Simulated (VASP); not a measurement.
A run of VASP 6.6.1 is set up as follows.

The input INCAR:

```
SYSTEM = CdSe
PREC     = Accurate       ! precision mode
ENCUT    = 500            ! plane-wave cutoff, eV
EDIFF    = 1E-6           ! SCF threshold, eV
ISMEAR   = 0              ! smearing method
SIGMA    = 0.01           ! smearing width, eV
LREAL    = .FALSE.        ! projectors in reciprocal space
LASPH    = .TRUE.         ! aspherical terms in the spheres
NELM     = 120            ! most SCF steps
ALGO     = Normal         ! electronic algorithm
ISIF     = 2              ! what is computed and relaxed
LWAVE    = .FALSE.        ! write WAVECAR
LCHARG   = .FALSE.        ! write CHGCAR
GGA      = PE             ! functional
NBANDS   = 16             ! bands
GGA_COMPAT= .FALSE.
```

Contents of KPOINTS:

```
Automatic mesh
0
G
  8 8 8
  0 0 0
```

Contents of POSCAR:

```
CdSe
1.0
    0.0000000000      3.0054357831      3.2225329337
    3.0054357831      0.0000000000      3.2225329337
    3.0054357831      3.0054357831      0.0000000000
Cd Se
1 1
Direct
    0.0000000000      0.0000000000      0.0000000000
    0.2500000000      0.2500000000      0.2500000000
```

Potentials or basis: VASP PAW PBE potentials, release 64 (Cd, Se).

Run with:

```console
$ cat potpaw_PBE.64/Cd/POTCAR potpaw_PBE.64/Se/POTCAR > POTCAR
$ mpirun -np 1 vasp_std > vasp.out
```

Task: Predict the pressure.

Result: 1.2 GPa.

Task: Predict the band gap on the k mesh.

Result: 0.44 eV, direct.

Stress tensor (GPa, compression positive):
```
1.61 0.00 0.00
0.00 1.61 0.00
0.00 0.00 0.28
```

PBE gaps usually lie below the measured ones, often by a third to a half.
